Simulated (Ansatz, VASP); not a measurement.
## SiGe: VASP beside Ansatz

```
Si Ge
1.0
     3.64172    0.00000    0.00000
    -1.82086    3.15382    0.00000
     0.00000    0.00000    7.21970
Si Ge
2 2
Direct
  0.66667 0.33333 0.87450
  0.33333 0.66667 0.37450
  0.66667 0.33333 0.50050
  0.33333 0.66667 0.00050
```

Alike in both runs: task single point; functional LDA; k mesh 12 × 12 × 6; occupations gaussian, width 0.03 eV; no spin polarisation.

|  | VASP | Ansatz |
| --- | --- | --- |
| version | VASP 6.6.1 | Ansatz 0.2.0 |
| potentials or method | VASP PAW LDA potentials, release 64 (Si, Ge_d), cutoff 520 eV | scalar-relativistic, plane waves, PAW |
| valence electrons in the cell | 36 | 36 |

Ansatz gave:

| Quantity | Value |
| --- | --- |
| gap on the k mesh at the Fermi level (eV) | none |
| pressure (GPa) | 3.9 |
| traceless stress, the component that is largest in VASP (GPa) | -18.17 |
| rms of the force components (eV/Å) | 0.581 |

Task: Estimate VASP's values.

Result: gap on the k mesh at the Fermi level (eV): none; pressure (GPa): 4.1; traceless stress, the component that is largest in VASP (GPa): -18.25; rms of the force components (eV/Å): 0.586.

Ansatz warns that its potentials were made for another functional, while VASP's fit it. LDA's correlation is that of Perdew and Zunger in VASP and of Perdew and Wang (1992) in Ansatz. Atom by atom the forces differ by 0.006 eV/Å (rms over components). A gap of «none» marks a metal or a gap that the smearing closes.
